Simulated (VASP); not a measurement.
Wanted: the native input for a VASP 6.6.1 run.

```
Task                   : single point
Functional             : PBE
Potentials or basis    : VASP PAW PBE potentials, release 64 (Pt)
Cutoff                 : 520 eV
k mesh                 : 18 × 18 × 18
Occupations            : gaussian, width 0.05 eV
Spin                   : no spin polarisation
Dipole correction      : no
Further INCAR settings : ALGO = Normal; EDIFF = 1e-06; NBANDS = 11
```

The structure of Pt lies in POSCAR:

```
Pt
1.0
    0.0000000000      2.0043338684      2.0043338684
    2.0043338684      0.0000000000      2.0043338684
    2.0043338684      2.0043338684      0.0000000000
Pt
1
Direct
    0.0000000000      0.0000000000      0.0000000000
```

These files were run (other wordings do the same):

INCAR

```
SYSTEM = Pt
ALGO = Normal
EDIFF = 1E-6
ENCUT = 520
GGA = PE
ISIF = 2
ISMEAR = 0
LASPH = .TRUE.
LCHARG = .FALSE.
LREAL = .FALSE.
LWAVE = .FALSE.
NBANDS = 11
NELM = 80
PREC = Accurate
SIGMA = 0.05
```

KPOINTS

```
k-points
0
G
  18 18 18
  0 0 0
```

Potentials or basis: VASP PAW PBE potentials, release 64 (Pt).

Run with:

```bash
$ cat potpaw_PBE.64/Pt/POTCAR > POTCAR
$ mpirun -np 1 vasp_std > vasp.out
```

Results of the run:

| Item | Value |
| --- | --- |
| Pressure | -7.1 GPa |
| Band gap on the k mesh | zero (band 5 reaches 10.47 eV, above the bottom of band 6 at 8.49 eV) |

Caveat: spin-orbit coupling is left out, which moves the levels of the heavy elements.

Wall time 17 s on 1 thread of Intel Xeon 6975P-C (shared host), peak memory 0.17 GiB.
